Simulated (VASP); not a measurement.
Wanted: the native input for a VASP 6.6.1 run.

| Item | Value |
| --- | --- |
| Task | single point |
| Functional | PBE |
| Potentials or basis | VASP PAW PBE potentials, release 64 (Al, N) |
| Cutoff | 520 eV |
| k mesh | 9 × 9 × 6 |
| Occupations | gaussian, width 0.01 eV |
| Spin | no spin polarisation |
| Dipole correction | no |
| Further INCAR settings | ALGO = Normal; EDIFF = 1e-06; NBANDS = 16 |

The structure of AlN lies in POSCAR:

```
AlN
1.0
    3.2468075315      0.0000000000      0.0000000000
   -1.6234037657      2.8118178035      0.0000000000
    0.0000000000      0.0000000000      4.1007697596
Al N
2 2
Direct
    0.3333333333      0.6666666667      0.2500000000
    0.6666666667      0.3333333333      0.7500000000
    0.6666666667      0.3333333333      0.2500000000
    0.3333333333      0.6666666667      0.7500000000
```

This cell differs from its parent crystal: volume changed by -6%.

One way to write it, as run:

INCAR

```
  PREC = Accurate
  ENCUT = 520
  EDIFF = 1E-6
  ISMEAR = 0
  SIGMA = 0.01
  LREAL = False
  LASPH = True
  NELM = 80
  ALGO = Normal
  ISIF = 2
  LWAVE = False
  LCHARG = True
  GGA = PE
  LELF = True
  LVHAR = True
  NBANDS = 16
```

KPOINTS

```
Automatic mesh
0
Gamma
  9 9 6
```

Potentials or basis: VASP PAW PBE potentials, release 64 (Al, N).

Command:

```bash
$ cat potpaw_PBE.64/Al/POTCAR potpaw_PBE.64/N/POTCAR > POTCAR
$ mpirun -np 1 vasp_std > vasp.out
```

It gave:

```json
{"Pressure": "14.2 GPa", "Band gap on the k mesh": "3.73 eV, direct"}
```

It took 52 s on 1 thread of AMD EPYC 7R13 (shared host), peak memory 0.12 GiB.
